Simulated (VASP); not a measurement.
Here is a VASP 6.6.1 calculation.

Contents of POSCAR:

```
Au
1.0
    0.0000000000      2.0350000000      2.0350000000
    2.0350000000      0.0000000000      2.0350000000
    2.0350000000      2.0350000000      0.0000000000
Au
1
Direct
    0.0000000000      0.0000000000      0.0000000000
```

Contents of INCAR.step1:

```
PREC     = Accurate       # precision mode
ENCUT    = 520            # plane-wave cutoff, eV
EDIFF    = 1E-5           # SCF threshold, eV
ISMEAR   = -1             # smearing method
SIGMA    = 0.05           # smearing width, eV
LREAL    = F              # projectors in reciprocal space
LASPH    = T              # aspherical terms in the spheres
NELM     = 60             # most SCF steps
ALGO     = Normal         # electronic algorithm
ISIF     = 2              # what is computed and relaxed
LWAVE    = T              # write WAVECAR
LCHARG   = F              # write CHGCAR
GGA      = PE             # functional
NBANDS   = 12             # bands
```

The input INCAR.step2:

```
PREC     = Accurate       # precision mode
ENCUT    = 520            # plane-wave cutoff, eV
EDIFF    = 1E-6           # SCF threshold, eV
ISMEAR   = -1             # smearing method
SIGMA    = 0.05           # smearing width, eV
LREAL    = F              # projectors in reciprocal space
LASPH    = T              # aspherical terms in the spheres
NELM     = 60             # most SCF steps
ALGO     = Normal         # electronic algorithm
ISIF     = 2              # what is computed and relaxed
LWAVE    = F              # write WAVECAR
LCHARG   = F              # write CHGCAR
GGA      = PE             # functional
LHFCALC  = T              # exact exchange
AEXX     = 0.25           # exact-exchange fraction
PRECFOCK = Normal       
ISTART   = 1            
NBANDS   = 12             # bands
```

The input KPOINTS:

```
regular mesh
0
Gamma
  6 6 6
```

Potentials or basis: VASP PAW PBE potentials, release 64 (Au).

Command:

```sh
$ cat potpaw_PBE.64/Au/POTCAR > POTCAR
$ cp INCAR.step1 INCAR
$ mpirun -np 1 vasp_std > vasp.out
$ cp INCAR.step2 INCAR
$ mpirun -np 1 vasp_std > vasp.out
```

Problem. Estimate the pressure.

Solution. 8.5 GPa.

Problem. Predict the band gap on the k mesh.

Solution. Zero (an odd number of electrons rules out a gap without spin polarisation).

Caveat: the k points lie up to 0.45 Å⁻¹ apart, too coarse for converged energies and pressures of a metal; the PAW data sets were made with another functional, which shifts forces and pressure a little; spin-orbit coupling is left out, which moves the levels of the heavy elements.
